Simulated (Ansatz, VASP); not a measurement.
One calculation of CrO2, two programs

```
CELL_PARAMETERS angstrom
4.42100 0.00000 0.00000
0.00000 4.42100 0.00000
0.00000 0.00000 2.91700
ATOMIC_POSITIONS crystal
Cr 0.50000 0.50000 0.50000
Cr 0.00000 0.00000 0.00000
O 0.80100 0.19900 0.50000
O 0.69900 0.69900 0.00000
O 0.19900 0.80100 0.50000
O 0.30100 0.30100 0.00000
```

Alike in both runs: task single point; functional PBEsol; k mesh 6 × 6 × 9; occupations fermi-dirac, width 0.05 eV; collinear spin.

```csv
,VASP,Ansatz
version,VASP 6.6.1,Ansatz 0.2.0
potentials or method,"VASP PAW PBE potentials, release 64 (Cr_pv, O)",Ansatz PAW
plane-wave cutoff (eV),520,420
valence electrons in the cell,48,52
```

Ansatz gave:

- gap on the k mesh at the Fermi level (eV): none
- pressure (GPa): -6.4
- traceless stress, the component that is largest in VASP (GPa): -1.63
- rms of the force components (eV/Å): 0.161
- net moment per atom (μB): 0.67
- size of the moment on the site where the two differ most (μB): 1.71

What did VASP give for the same quantities?

gap on the k mesh at the Fermi level (eV): none; pressure (GPa): -5.9; traceless stress, the component that is largest in VASP (GPa): -1.51; rms of the force components (eV/Å): 0.155; net moment per atom (μB): 0.67; size of the moment on the site where the two differ most (μB): 2.08.

VASP's potentials were made for PBE, not for PBEsol. Site moments also hang on the region over which each program counts them. Atom by atom the forces differ by 0.006 eV/Å (rms over components). A gap of «none» marks a metal or a gap that the smearing closes. VASP's potentials hold 48 valence electrons a cell and Ansatz's 52, so a difference there can come from the potentials and not from the codes.
